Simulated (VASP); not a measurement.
# Nb (Fm-3m) in VASP: single point with PBE

Aim: the single point of Nb with PBE.

Everything below comes from runs of VASP 6.6.1. Logs are shortened: lines on timing, memory, paths and dates and some standing lists are left out, and cuts for length are marked.

## (1) The cell of the first run

The structure is cubic, space group Fm-3m (No. 225). Conventional cell: a = 4.230 Å, b = 4.230 Å, c = 4.230 Å, α = 90.00°, β = 90.00°, γ = 90.00°. Nb (site symmetry m-3m) has 12 Nb at 2.99 Å within 3.9 Å.

## (2) Single point, PBE

INCAR

```
PREC = Accurate
ENCUT = 500
EDIFF = 1E-6
ISMEAR = -1
SIGMA = 0.1
LREAL = F
LASPH = T
NELM = 120
ALGO = Normal
ISIF = 2
LWAVE = F
LCHARG = F
GGA = PE
NBANDS = 12
GGA_COMPAT = F
```

KPOINTS

```
regular mesh
0
Gamma
  12 12 12
```

POSCAR

```
Nb
1.0
    0.0000000000      2.1150000000      2.1150000000
    2.1150000000      0.0000000000      2.1150000000
    2.1150000000      2.1150000000      0.0000000000
Nb
1
Direct
    0.0000000000      0.0000000000      0.0000000000
```

Potentials or basis: VASP PAW PBE potentials, release 64 (Nb_sv).

Run with:

```console
> cat potpaw_PBE.64/Nb_sv/POTCAR > POTCAR
> mpirun -np 1 vasp_std > vasp.out
```

OUTCAR:

```text
PREC = Accurate
   ENCUT = 500
   EDIFF = 1E-6
   ISMEAR = -1
   LREAL = F
   LASPH = T
   NELM = 120
   ISIF = 2
   GGA = PE

 ion  position               nearest neighbor table
   1  0.000  0.000  0.000-

  LATTYP: Found a face centered cubic cell.
 ALAT       =     4.2300000000

  Lattice vectors:

 A1 = (   0.0000000000,   2.1150000000,   2.1150000000)
 A2 = (   2.1150000000,   0.0000000000,   2.1150000000)
 A3 = (   2.1150000000,   2.1150000000,   0.0000000000)

Analysis of symmetry for initial positions (statically):
=====================================================================
 Subroutine PRICEL returns:
 Original cell was already a primitive cell.

 Routine SETGRP: Setting up the symmetry group for a
 face centered cubic supercell.

 Subroutine GETGRP returns: Found 48 space group operations
 (whereof 48 operations were pure point group operations)
 out of a pool of 48 trial point group operations.

The static configuration has the point symmetry O_h .

Analysis of symmetry for dynamics (positions and initial velocities):
=====================================================================
 Subroutine PRICEL returns:
 Original cell was already a primitive cell.

 Routine SETGRP: Setting up the symmetry group for a
 face centered cubic supercell.

 Subroutine GETGRP returns: Found 48 space group operations
 (whereof 48 operations were pure point group operations)
 out of a pool of 48 trial point group operations.

The dynamic configuration has the point symmetry O_h .

 Subroutine INISYM returns: Found 48 space group operations
 (whereof 48 operations are pure point group operations),
 and found     1 'primitive' translations

----------------------------------------------------------------------------------------

                                     Primitive cell

  volume of cell :      18.9217

  direct lattice vectors                    reciprocal lattice vectors
     0.000000000  2.115000000  2.115000000    -0.236406619  0.236406619  0.236406619
     2.115000000  0.000000000  2.115000000     0.236406619 -0.236406619  0.236406619
     2.115000000  2.115000000  0.000000000     0.236406619  0.236406619 -0.236406619

  length of vectors
     2.991061684  2.991061684  2.991061684     0.409468276  0.409468276  0.409468276

  position of ions in fractional coordinates (direct lattice)
     0.000000000  0.000000000  0.000000000

  ion indices of the primitive-cell ions
   primitive index   ion index
                 1           1

----------------------------------------------------------------------------------------

 KPOINTS: regular mesh

Automatic generation of k-mesh.
 Grid dimensions read from file:
 generate k-points for:   12   12   12

 Generating k-lattice:

  Cartesian coordinates                     Fractional coordinates (reciprocal lattice)
    -0.019700552  0.019700552  0.019700552     0.083333333  0.000000000  0.000000000
     0.019700552 -0.019700552  0.019700552     0.000000000  0.083333333  0.000000000
     0.019700552  0.019700552 -0.019700552     0.000000000  0.000000000  0.083333333

  Length of vectors
     0.034122356  0.034122356  0.034122356

  Shift w.r.t. Gamma in fractional coordinates (k-lattice)
     0.000000000  0.000000000  0.000000000

 Subroutine IBZKPT returns following result:
 ===========================================

 Found     72 irreducible k-points:

 Following reciprocal coordinates:
            Coordinates               Weight
  0.000000  0.000000  0.000000      1.000000
  0.083333  0.000000  0.000000      8.000000
  0.166667  0.000000  0.000000      8.000000
  0.250000  0.000000  0.000000      8.000000
  0.333333  0.000000  0.000000      8.000000
  0.416667  0.000000  0.000000      8.000000
[... 16 lines left out ...]
  0.500000  0.166667  0.000000     24.000000
 -0.416667  0.166667  0.000000     24.000000
 [... further k-points ...]
   k-points           NKPTS =     72   k-points in BZ     NKDIM =     72   number of bands    NBANDS=     12
   number of dos      NEDOS =    301   number of ions     NIONS =      1
   total plane-waves  NPLWV =  13824
   dimension x,y,z NGX =    24 NGY =   24 NGZ =   24
   dimension x,y,z NGXF=    48 NGYF=   48 NGZF=   48
   ions per type =               1
   NGX,Y,Z   is equivalent  to a cutoff of  13.34, 13.34, 13.34 a.u.
   NGXF,Y,Z  is equivalent  to a cutoff of  26.68, 26.68, 26.68 a.u.
 SYSTEM =  unknown system
   PREC   = accura    normal or accurate (medium, high low for compatibility)
   ISTART =      0    job   : 0-new  1-cont  2-samecut
   ICHARG =      2    charge: 1-file 2-atom 10-const
   ISPIN  =      1    spin polarized calculation?
   LNONCOLLINEAR =      F non collinear calculations
   LSORBIT =      F    spin-orbit coupling
   LASPH  =      T    aspherical Exc in radial PAW
   ENCUT  =  500.0 eV  36.75 Ry    6.06 a.u.   5.45  5.45  5.45*2*pi/ulx,y,z
   NELM   =    120;   NELMIN=  2; NELMDL= -5     # of ELM steps
   EDIFF  = 0.1E-05   stopping-criterion for ELM
   LREAL  =      F    real-space projection
   EDIFFG = 0.1E-04   stopping-criterion for IOM
   NSW    =      0    number of steps for IOM
   IBRION =     -1    ionic relax: 0-MD 1-quasi-New 2-CG
   NFREE  =      0    steps in history (QN), initial steepest desc. (CG)
   ISIF   =      2    stress and relaxation
   ISYM   =      2    0-nonsym 1-usesym 2-fastsym
   POTIM  = 0.5000    time-step for ionic-motion
   TEBEG  =    0.0;   TEEND  =   0.0 temperature during run
   PSTRESS=    0.0 pullay stress
   NELECT =      13.0000    total number of electrons
   NUPDOWN=      -1.0000    fix difference up-down
   EMIN   =  10.00;   EMAX   =-10.00  energy-range for DOS
   EFERMI =   0.00;   METHOD = LEGACY
   ISMEAR =    -1;   SIGMA  =   0.10  broadening in eV -4-tet -1-fermi 0-gaus
   EFERMI_NEDOS =   21; number of points for ismear=-14 and -15
   IALGO  =     38    algorithm
   IMIX   =      4    mixing-type and parameters
     AMIX     =   0.40;   BMIX     =  1.00
     AMIX_MAG =   1.60;   BMIX_MAG =  1.00
  volume/ion in A,a.u.               =      18.92       127.69
  Fermi-wavevector in a.u.,A,eV,Ry     =   1.444560  2.729823 28.392005  2.086754
  Thomas-Fermi vector in A             =   2.562841
   LORBIT       =      0    0 simple, 1 ext, 2 COOP (PROOUT), +10 PAW based schemes
   GGA     = PE    functional components
   LHFCALC =     F    Hartree Fock is set to
   AEXX    =    0.0000 exact exchange contribution
   IVDW    =     0    specifies the selected vdW correction
   LEPSILON=     F    determine dielectric tensor
   LRPA    =     F    only Hartree local field effects (RPA)
 non-spin polarized calculation
  energy-cutoff  :      500.00
  volume of cell :       18.92
 maximum number of plane-waves:       531
 NGX is ok and might be reduce to    24
   NGX = 11   NGY = 11   NGZ = 11

 number of electron      13.0000001 magnetization

 Free energy of the ion-electron system (eV)
  ---------------------------------------------------
  ext. energy  EPLUGINS =         0.00000000
  ---------------------------------------------------
  free energy    TOTEN  =        -9.91490486 eV

  energy without entropy =       -9.86263804  energy(sigma->0) =       -9.88877145

 E-fermi :  10.8670     XC(G=0): -12.2505

 val. band max:       10.8327766561   @ k =  -0.3333   0.0833   0.0000
 cond. band min:      10.8701067040   @ k =   0.4167   0.0000   0.0000
 fundamental gap:      0.0373300479
 Fermi energy:        10.8669575026

 k-point     1 :       0.0000    0.0000    0.0000
  band No.  band energies     occupation
      1     -43.9486      2.00000
      2     -19.3513      2.00000
      3     -19.3513      2.00000
      4     -19.3513      2.00000
      5       4.6480      2.00000
      6      10.9623      0.55641
      7      10.9623      0.55641
      8      10.9623      0.55641
      9      13.5270      0.00000
     10      13.5270      0.00000
     11      22.6619      0.00000
     12      27.4056      0.00000

 k-point     2 :       0.0833    0.0000    0.0000
  band No.  band energies     occupation
      1     -43.9362      2.00000
      2     -19.4337      2.00000
      3     -19.3615      2.00000
      4     -19.3615      2.00000
      5       4.9027      2.00000
      6      10.7694      1.45246
      7      11.0772      0.21773
      8      11.0772      0.21773
      9      13.4284      0.00000
     10      13.4284      0.00000
     11      23.1669      0.00000
     12      26.4053      0.00000

 k-point     3 :       0.1667    0.0000    0.0000
  band No.  band energies     occupation
      1     -43.9025      2.00000
      2     -19.6549      2.00000
      3     -19.3893      2.00000
      4     -19.3893      2.00000
      5       5.5909      2.00000
      6      10.3657      1.98678
      7      11.3066      0.02435
      8      11.3066      0.02435
      9      13.3082      0.00000
     10      13.3082      0.00000
     11      24.1132      0.00000
     12      25.1346      0.00000
[... 286 lines left out ...]
 k-point    23 :       0.5000    0.1667    0.0000
  band No.  band energies     occupation
      1     -43.7466      2.00000
      2     -20.3911      2.00000
      3     -19.6779      2.00000
      4     -19.5680      2.00000
      5       7.7732      2.00000
      6       9.7227      1.99998
      7      10.9811      0.48419
      8      11.6265      0.00101
      9      15.5388      0.00000
     10      16.6546      0.00000
     11      20.9135      0.00000
     12      24.2848      0.00000

 k-point    24 :      -0.4167    0.1667    0.0000
  band No.  band energies     occupation
      1     -43.7434      2.00000
      2     -20.4013      2.00000
      3     -19.7163      2.00000
      4     -19.5440      2.00000
      5       7.8491      2.00000
      6       9.7855      1.99996
      7      11.1381      0.12466
      8      11.5163      0.00302
      9      14.9979      0.00000
     10      17.2370      0.00000
     11      20.8087      0.00000
     12      24.2349      0.00000

 [... further k-points ...]

------------------------ aborting loop because EDIFF is reached ----------------------------------------

  FORCE on cell =-STRESS in cart. coord.  units (eV):
  Direction    XX          YY          ZZ          XY          YZ          ZX
  --------------------------------------------------------------------------------------
  -------------------------------------------------------------------------------------
  Total       -0.1727008     -0.1727008     -0.1727008      0.0000000     -0.0000000      0.0000000
  in kB      -14.6232476    -14.6232476    -14.6232476      0.0000000     -0.0000000      0.0000000
  external PRESSURE =     -14.6232476 kB  Pullay stress =       0.0000000 kB

 VOLUME and BASIS-vectors are now :
 -----------------------------------------------------------------------------
  energy-cutoff  :      500.00
  volume of cell :       18.92
      direct lattice vectors                 reciprocal lattice vectors
     0.000000000  2.115000000  2.115000000    -0.236406619  0.236406619  0.236406619
     2.115000000  0.000000000  2.115000000     0.236406619 -0.236406619  0.236406619
     2.115000000  2.115000000  0.000000000     0.236406619  0.236406619 -0.236406619

 POSITION                                       TOTAL-FORCE (eV/Angst)
 -----------------------------------------------------------------------------------
      0.00000      0.00000      0.00000        -0.000000     -0.000000     -0.000000
 -----------------------------------------------------------------------------------
    total drift:                                0.000000      0.000000      0.000000

  FREE ENERGIE OF THE ION-ELECTRON SYSTEM (eV)
  ---------------------------------------------------
  free  energy   TOTEN  =        -9.9149048580 eV

  energy  without entropy=       -9.8626380437  energy(sigma->0) =       -9.88877145
```

Run time: 5.7 s. Hardware: 1 thread of Intel Xeon 6975P-C (Granite Rapids), shared host; peak memory 0.14 GiB.

What came out:

| Property | Result |
| --- | --- |
| Free energy | -9.9149 eV |
| Pressure | -1.5 GPa |
